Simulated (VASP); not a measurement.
# HfS2 (P-3m1) in VASP: notebook

HfS2 is run at these levels: PBE+D3(BJ); tasks: single point.

Everything below comes from runs of VASP 6.6.1. Logs are shortened: lines on timing, memory, paths and dates and some standing lists are left out, and cuts for length are marked.

## (1) The cell of the first run

It takes space group P-3m1 (No. 164, trigonal). The conventional cell has a = 3.606 Å, b = 3.606 Å, c = 5.828 Å, α = 90.00°, β = 90.00°, γ = 120.00°. Hf (site symmetry -3m) has 6 S at 2.55 Å within 3.4 Å. S (site symmetry 3m) has 3 Hf at 2.55 Å within 3.4 Å.

## (2) Single point, PBE+D3(BJ) (strain +0.0100 x Voigt [0, 0, 1, 0, 0, 0])

INCAR

```
SYSTEM = HfS2
ALGO = Normal
EDIFF = 1E-6
ENCUT = 500
GGA = PE
GGA_COMPAT = .FALSE.
ISIF = 2
ISMEAR = 0
IVDW = 12
LASPH = .TRUE.
LCHARG = .FALSE.
LREAL = .FALSE.
LWAVE = .FALSE.
NBANDS = 18
NELM = 120
PREC = Accurate
SIGMA = 0.05
```

KPOINTS

```
k-points
0
G
  12 12 6
  0 0 0
```

POSCAR

```
HfS2
1.0
    3.6058628441      0.0000000000      0.0000000000
   -1.8029314221      3.1227688256      0.0000000000
    0.0000000000      0.0000000000      5.8280916261
Hf S
1 2
Direct
    0.0000000000      0.0000000000      0.0000000000
    0.6666666667      0.3333333333      0.7476059866
    0.3333333333      0.6666666667      0.2523940134
```

Potentials or basis: VASP PAW PBE potentials, release 64 (Hf_pv, S).

Launch:

```bash
$ cat potpaw_PBE.64/Hf_pv/POTCAR potpaw_PBE.64/S/POTCAR > POTCAR
$ mpirun -np 1 vasp_std > vasp.out
```

OUTCAR:

```text
SYSTEM = HfS2
   EDIFF = 1E-6
   ENCUT = 500
   GGA = PE
   ISIF = 2
   ISMEAR = 0
   IVDW = 12
   LASPH = .TRUE.
   LREAL = .FALSE.
   NELM = 120
   PREC = Accurate
 IVDW          = 12

 ion  position               nearest neighbor table
   1  0.000  0.000  0.000-   2 2.55   3 2.55   2 2.55   3 2.55   2 2.55   3 2.55
   2  0.667  0.333  0.748-   1 2.55   1 2.55   1 2.55
   3  0.333  0.667  0.252-   1 2.55   1 2.55   1 2.55

  LATTYP: Found a hexagonal cell.
 ALAT       =     3.6058628441
 C/A-ratio  =     1.6162821156

  Lattice vectors:

 A1 = (   3.6058628441,   0.0000000000,   0.0000000000)
 A2 = (  -1.8029314221,   3.1227688256,   0.0000000000)
 A3 = (   0.0000000000,   0.0000000000,   5.8280916261)

Analysis of symmetry for initial positions (statically):
=====================================================================
 Subroutine PRICEL returns:
 Original cell was already a primitive cell.

 Routine SETGRP: Setting up the symmetry group for a
 hexagonal supercell.

 Subroutine GETGRP returns: Found 12 space group operations
 (whereof 12 operations were pure point group operations)
 out of a pool of 24 trial point group operations.

The static configuration has the point symmetry D_3d.

Analysis of symmetry for dynamics (positions and initial velocities):
=====================================================================
 Subroutine PRICEL returns:
 Original cell was already a primitive cell.

 Routine SETGRP: Setting up the symmetry group for a
 hexagonal supercell.

 Subroutine GETGRP returns: Found 12 space group operations
 (whereof 12 operations were pure point group operations)
 out of a pool of 24 trial point group operations.

The dynamic configuration has the point symmetry D_3d.

 Subroutine INISYM returns: Found 12 space group operations
 (whereof 12 operations are pure point group operations),
 and found     1 'primitive' translations

----------------------------------------------------------------------------------------

                                     Primitive cell

  volume of cell :      65.6259

  direct lattice vectors                    reciprocal lattice vectors
     3.605862844  0.000000000  0.000000000     0.277326133  0.160114318  0.000000000
    -1.802931422  3.122768826  0.000000000     0.000000000  0.320228635  0.000000000
     0.000000000  0.000000000  5.828091626     0.000000000  0.000000000  0.171582752

  length of vectors
     3.605862844  3.605862844  5.828091626     0.320228636  0.320228635  0.171582752

  position of ions in fractional coordinates (direct lattice)
     0.000000000  0.000000000  0.000000000
     0.666666667  0.333333333  0.747605987
     0.333333333  0.666666667  0.252394013

  ion indices of the primitive-cell ions
   primitive index   ion index
                 1           1
                 2           2
                 3           3

----------------------------------------------------------------------------------------

 KPOINTS: k-points

Automatic generation of k-mesh.
 Grid dimensions read from file:
 generate k-points for:   12   12    6

 Generating k-lattice:

  Cartesian coordinates                     Fractional coordinates (reciprocal lattice)
     0.023110511  0.013342860  0.000000000     0.083333333  0.000000000  0.000000000
     0.000000000  0.026685720  0.000000000     0.000000000  0.083333333  0.000000000
     0.000000000  0.000000000  0.028597125     0.000000000  0.000000000  0.166666667

  Length of vectors
     0.026685720  0.026685720  0.028597125

  Shift w.r.t. Gamma in fractional coordinates (k-lattice)
     0.000000000  0.000000000  0.000000000

 Subroutine IBZKPT returns following result:
 ===========================================

 Found    100 irreducible k-points:

 Following reciprocal coordinates:
            Coordinates               Weight
  0.000000  0.000000  0.000000      1.000000
  0.083333  0.000000  0.000000      6.000000
  0.166667 -0.000000  0.000000      6.000000
  0.250000  0.000000  0.000000      6.000000
  0.333333  0.000000  0.000000      6.000000
  0.416667  0.000000  0.000000      6.000000
[... 16 lines left out ...]
  0.166667 -0.000000  0.166667      6.000000
  0.000000  0.166667  0.166667      6.000000
 [... further k-points ...]
   k-points           NKPTS =    100   k-points in BZ     NKDIM =    100   number of bands    NBANDS=     18
   number of dos      NEDOS =    301   number of ions     NIONS =      3
   total plane-waves  NPLWV =  37632
   dimension x,y,z NGX =    28 NGY =   28 NGZ =   48
   dimension x,y,z NGXF=    56 NGYF=   56 NGZF=   96
   ions per type =               1   2
   NGX,Y,Z   is equivalent  to a cutoff of  12.91, 12.91, 13.69 a.u.
   NGXF,Y,Z  is equivalent  to a cutoff of  25.82, 25.82, 27.38 a.u.
 SYSTEM =  HfS2
   PREC   = accura    normal or accurate (medium, high low for compatibility)
   ISTART =      0    job   : 0-new  1-cont  2-samecut
   ICHARG =      2    charge: 1-file 2-atom 10-const
   ISPIN  =      1    spin polarized calculation?
   LNONCOLLINEAR =      F non collinear calculations
   LSORBIT =      F    spin-orbit coupling
   LASPH  =      T    aspherical Exc in radial PAW
   ENCUT  =  500.0 eV  36.75 Ry    6.06 a.u.   6.57  6.57 10.63*2*pi/ulx,y,z
   NELM   =    120;   NELMIN=  2; NELMDL= -5     # of ELM steps
   EDIFF  = 0.1E-05   stopping-criterion for ELM
   LREAL  =      F    real-space projection
   EDIFFG = 0.1E-04   stopping-criterion for IOM
   NSW    =      0    number of steps for IOM
   IBRION =     -1    ionic relax: 0-MD 1-quasi-New 2-CG
   NFREE  =      0    steps in history (QN), initial steepest desc. (CG)
   ISIF   =      2    stress and relaxation
   ISYM   =      2    0-nonsym 1-usesym 2-fastsym
   POTIM  = 0.5000    time-step for ionic-motion
   TEBEG  =    0.0;   TEEND  =   0.0 temperature during run
   PSTRESS=    0.0 pullay stress
   NELECT =      22.0000    total number of electrons
   NUPDOWN=      -1.0000    fix difference up-down
   EMIN   =  10.00;   EMAX   =-10.00  energy-range for DOS
   EFERMI =   0.00;   METHOD = LEGACY
   ISMEAR =     0;   SIGMA  =   0.05  broadening in eV -4-tet -1-fermi 0-gaus
   EFERMI_NEDOS =   21; number of points for ismear=-14 and -15
   IALGO  =     38    algorithm
   IMIX   =      4    mixing-type and parameters
     AMIX     =   0.40;   BMIX     =  1.00
     AMIX_MAG =   1.60;   BMIX_MAG =  1.00
  volume/ion in A,a.u.               =      21.88       147.62
  Fermi-wavevector in a.u.,A,eV,Ry     =   1.137253  2.149097 17.597032  1.293345
  Thomas-Fermi vector in A             =   2.273958
   LORBIT       =      0    0 simple, 1 ext, 2 COOP (PROOUT), +10 PAW based schemes
   GGA     = PE    functional components
   LHFCALC =     F    Hartree Fock is set to
   AEXX    =    0.0000 exact exchange contribution
   IVDW    =    12    specifies the selected vdW correction
   LEPSILON=     F    determine dielectric tensor
   LRPA    =     F    only Hartree local field effects (RPA)
 non-spin polarized calculation
 Gauss-broadening in eV      SIGMA  =   0.05
  energy-cutoff  :      500.00
  volume of cell :       65.63
 maximum number of plane-waves:      1713
 NGX is ok and might be reduce to    28
   NGX = 13   NGY = 13   NGZ = 21

 number of electron      22.0000001 magnetization

 Free energy of the ion-electron system (eV)
  ---------------------------------------------------
  ext. energy  EPLUGINS =         0.00000000
  ---------------------------------------------------
  free energy    TOTEN  =       -22.87155010 eV

  energy without entropy =      -22.87155010  energy(sigma->0) =      -22.87155010

 E-fermi :   3.7780     XC(G=0):  -9.7829

 val. band max:        3.5675617811   @ k =   0.0000   0.0000   0.0000
 cond. band min:       4.4638168497   @ k =   0.5000   0.0000   0.5000
 fundamental gap:      0.8962550686
 Fermi energy:         3.7780212703

 k-point     1 :       0.0000    0.0000    0.0000
  band No.  band energies     occupation
      1     -27.2480      2.00000
      2     -27.1369      2.00000
      3     -27.1369      2.00000
      4      -9.6438      2.00000
      5      -7.9023      2.00000
      6      -1.4045      2.00000
[... 10 lines left out ...]
     17       9.0464      0.00000
     18       9.2536      0.00000

 k-point     2 :       0.0833    0.0000    0.0000
  band No.  band energies     occupation
      1     -27.2453      2.00000
      2     -27.1507      2.00000
      3     -27.1400      2.00000
      4      -9.5618      2.00000
      5      -7.9140      2.00000
      6      -1.3001      2.00000
[... 10 lines left out ...]
     17       9.4147      0.00000
     18       9.9200      0.00000

 k-point     3 :       0.1667   -0.0000    0.0000
  band No.  band energies     occupation
      1     -27.2381      2.00000
      2     -27.1884      2.00000
      3     -27.1485      2.00000
      4      -9.3298      2.00000
      5      -7.9458      2.00000
      6      -1.0024      2.00000
[... 10 lines left out ...]
     17      10.3015      0.00000
     18      10.9598      0.00000

 k-point     4 :       0.2500    0.0000    0.0000
  band No.  band energies     occupation
      1     -27.2402      2.00000
      2     -27.2271      2.00000
      3     -27.1601      2.00000
      4      -8.9914      2.00000
      5      -7.9866      2.00000
      6      -0.5891      2.00000
[... 375 lines left out ...]
      4      -9.5041      2.00000
      5      -8.0156      2.00000
      6      -1.0881      2.00000
[... 10 lines left out ...]
     17       9.6678      0.00000
     18      10.1626      0.00000

 k-point    23 :       0.1667   -0.0000    0.1667
  band No.  band energies     occupation
      1     -27.2381      2.00000
      2     -27.1883      2.00000
      3     -27.1485      2.00000
      4      -9.2689      2.00000
      5      -8.0431      2.00000
      6      -0.8028      2.00000
[... 10 lines left out ...]
     17      10.5577      0.00000
     18      11.0629      0.00000

 k-point    24 :       0.0000    0.1667    0.1667
  band No.  band energies     occupation
      1     -27.2381      2.00000
      2     -27.1884      2.00000
      3     -27.1485      2.00000
      4      -9.2799      2.00000
      5      -8.0232      2.00000
      6      -0.8812      2.00000
[... 10 lines left out ...]
     17      10.4559      0.00000
     18      10.9870      0.00000

 [... further k-points ...]

------------------------ aborting loop because EDIFF is reached ----------------------------------------

 Edisp (eV)   -1.01065

 E8    (eV) :    -0.4359

  FORCE on cell =-STRESS in cart. coord.  units (eV):
  Direction    XX          YY          ZZ          XY          YZ          ZX
  --------------------------------------------------------------------------------------
  -------------------------------------------------------------------------------------
  Total      -0.53540    -0.53540    -0.79628     0.00000     0.00000     0.00000
  in kB     -13.07126   -13.07126   -19.44019     0.00000     0.00000     0.00000
  external pressure =      -15.19 kB  Pullay stress =        0.00 kB

 VOLUME and BASIS-vectors are now :
 -----------------------------------------------------------------------------
  energy-cutoff  :      500.00
  volume of cell :       65.63
      direct lattice vectors                 reciprocal lattice vectors
     3.605862844  0.000000000  0.000000000     0.277326133  0.160114318  0.000000000
    -1.802931422  3.122768826  0.000000000     0.000000000  0.320228635  0.000000000
     0.000000000  0.000000000  5.828091626     0.000000000  0.000000000  0.171582752

 POSITION                                       TOTAL-FORCE (eV/Angst)
 -----------------------------------------------------------------------------------
      0.00000      0.00000      0.00000         0.000000      0.000000      0.000000
      1.80293      1.04092      4.35712        -0.000000      0.000000      0.227075
     -0.00000      2.08185      1.47098         0.000000      0.000000     -0.227075
 -----------------------------------------------------------------------------------
    total drift:                               -0.000000      0.000000      0.000000

  FREE ENERGIE OF THE ION-ELECTRON SYSTEM (eV)
  ---------------------------------------------------
  free  energy   TOTEN  =       -23.8821978561 eV

  energy  without entropy=      -23.8821978561  energy(sigma->0) =      -23.88219786
```

Run time: 42 s. Hardware: 1 thread of Intel Xeon 6975P-C (Granite Rapids), shared host; peak memory 0.26 GiB.

What came out:

```yaml
Free_energy: -23.8822 eV
Pressure: -1.5 GPa
Largest_force: 0.227 eV/Å
Band_gap_on_the_k_mesh: 0.90 eV, indirect (least direct gap 1.82 eV)
Dispersion_energy_per_atom: -0.337 eV
```

Forces in eV/Å, atoms in the order of the input:
```
Hf   0.000  0.000  0.000
S    0.000  0.000  0.227
S    0.000  0.000 -0.227
```

Levels at points of the mesh, in eV from the valence-band top:
```tsv
k point	band 9	band 10	band 11	band 12	band 13	band 14
(0.00, 0.00, 0.00)	-0.11	-0.11	0.00	1.94	1.94	2.42
(0.50, 0.00, 0.00)	-2.48	-2.15	-1.39	1.05	4.05	4.16
(0.00, 0.00, 0.50)	-2.04	-0.28	-0.28	1.89	1.89	2.74
(0.50, 0.00, 0.50)	-2.49	-1.06	-0.94	0.90	4.04	4.19
```

Caveat: the cell differs from its parent crystal (strain +0.0100 x Voigt [0, 0, 1, 0, 0, 0]); spin-orbit coupling is left out, which moves the levels of the heavy elements.

## (3) Single point, PBE+D3(BJ) (strain +0.0200 x Voigt [0, 0, 1, 0, 0, 0])

INCAR

```
  ALGO = Normal
  EDIFF = 1E-6
  ENCUT = 500
  GGA = PE
  GGA_COMPAT = False
  ISIF = 2
  ISMEAR = 0
  IVDW = 12
  LASPH = True
  LCHARG = False
  LREAL = False
  LWAVE = False
  NBANDS = 18
  NELM = 120
  PREC = Accurate
  SIGMA = 0.05
```

KPOINTS

```
k-points
0
Gamma
  12 12 6
```

POSCAR: that of step 2 with these lines changed.

```diff
@@ -4,3 +4,3 @@
    -1.8029314221      3.1227688256      0.0000000000
-    0.0000000000      0.0000000000      5.8280916261
+    0.0000000000      0.0000000000      5.8857955036
 Hf S
```

Potentials or basis: VASP PAW PBE potentials, release 64 (Hf_pv, S).

Launch:

```bash
$ cat potpaw_PBE.64/Hf_pv/POTCAR potpaw_PBE.64/S/POTCAR > POTCAR
$ mpirun -np 1 vasp_std > vasp.out
```

OUTCAR:

```text
EDIFF = 1E-6
   ENCUT = 500
   GGA = PE
   ISIF = 2
   ISMEAR = 0
   IVDW = 12
   LASPH = True
   LREAL = False
   NELM = 120
   PREC = Accurate
 IVDW          = 12

 ion  position               nearest neighbor table
   1  0.000  0.000  0.000-   2 2.56   3 2.56   2 2.56   3 2.56   2 2.56   3 2.56
   2  0.667  0.333  0.748-   1 2.56   1 2.56   1 2.56
   3  0.333  0.667  0.252-   1 2.56   1 2.56   1 2.56

  LATTYP: Found a hexagonal cell.
[... 700 lines left out ...]

 Edisp (eV)   -0.99964

 E8    (eV) :    -0.4309

  FORCE on cell =-STRESS in cart. coord.  units (eV):
  Direction    XX          YY          ZZ          XY          YZ          ZX
  --------------------------------------------------------------------------------------
  -------------------------------------------------------------------------------------
  Total      -0.79924    -0.79924    -1.37279     0.00000     0.00000    -0.00000
  in kB     -19.32120   -19.32120   -33.18642     0.00000     0.00000    -0.00000
  external pressure =      -23.94 kB  Pullay stress =        0.00 kB

 VOLUME and BASIS-vectors are now :
 -----------------------------------------------------------------------------
  energy-cutoff  :      500.00
  volume of cell :       66.28
      direct lattice vectors                 reciprocal lattice vectors
     3.605862844  0.000000000  0.000000000     0.277326133  0.160114318  0.000000000
    -1.802931422  3.122768826  0.000000000     0.000000000  0.320228635  0.000000000
     0.000000000  0.000000000  5.885795504     0.000000000  0.000000000  0.169900568

 POSITION                                       TOTAL-FORCE (eV/Angst)
 -----------------------------------------------------------------------------------
      0.00000      0.00000      0.00000         0.000000      0.000000      0.000000
      1.80293      1.04092      4.40026         0.000000      0.000000      0.387692
     -0.00000      2.08185      1.48554        -0.000000     -0.000000     -0.387692
 -----------------------------------------------------------------------------------
    total drift:                               -0.000000      0.000000      0.000000

  FREE ENERGIE OF THE ION-ELECTRON SYSTEM (eV)
  ---------------------------------------------------
  free  energy   TOTEN  =       -23.8717075083 eV

  energy  without entropy=      -23.8717075083  energy(sigma->0) =      -23.87170751
```

stdout:

```text
POSCAR found type information on POSCAR HfS
 POSCAR found :  2 types and       3 ions
 scaLAPACK will be used
 LDA part: xc-table for (Slater+PW92), standard interpolation
 POSCAR, INCAR and KPOINTS ok, starting setup
 FFT: planning ... GRIDC
 FFT: planning ... GRID_SOFT
 FFT: planning ... GRID
 WAVECAR not read
 entering main loop
```

Run time: 44 s. Hardware: 1 thread of Intel Xeon 6975P-C (Granite Rapids), shared host; peak memory 0.27 GiB.

What came out:

```
Free energy                : -23.8717 eV
Pressure                   : -2.4 GPa
Largest force              : 0.388 eV/Å
Band gap on the k mesh     : 0.91 eV, indirect (least direct gap 1.84 eV)
Dispersion energy per atom : -0.333 eV
```

Forces on the atoms (eV/Å):
```
Hf   0.000  0.000  0.000
S    0.000  0.000  0.388
S    0.000  0.000 -0.388
```

Levels at points of the mesh, in eV from the valence-band top:
```tsv
k point	band 9	band 10	band 11	band 12	band 13	band 14
(0.00, 0.00, 0.00)	-0.05	-0.05	0.00	1.99	1.99	2.41
(0.50, 0.00, 0.00)	-2.40	-2.08	-1.30	1.08	4.10	4.23
(0.00, 0.00, 0.50)	-1.98	-0.21	-0.21	1.94	1.94	2.75
(0.50, 0.00, 0.50)	-2.45	-1.00	-0.92	0.91	4.09	4.26
```

Caveat: the cell differs from its parent crystal (strain +0.0200 x Voigt [0, 0, 1, 0, 0, 0]); spin-orbit coupling is left out, which moves the levels of the heavy elements.
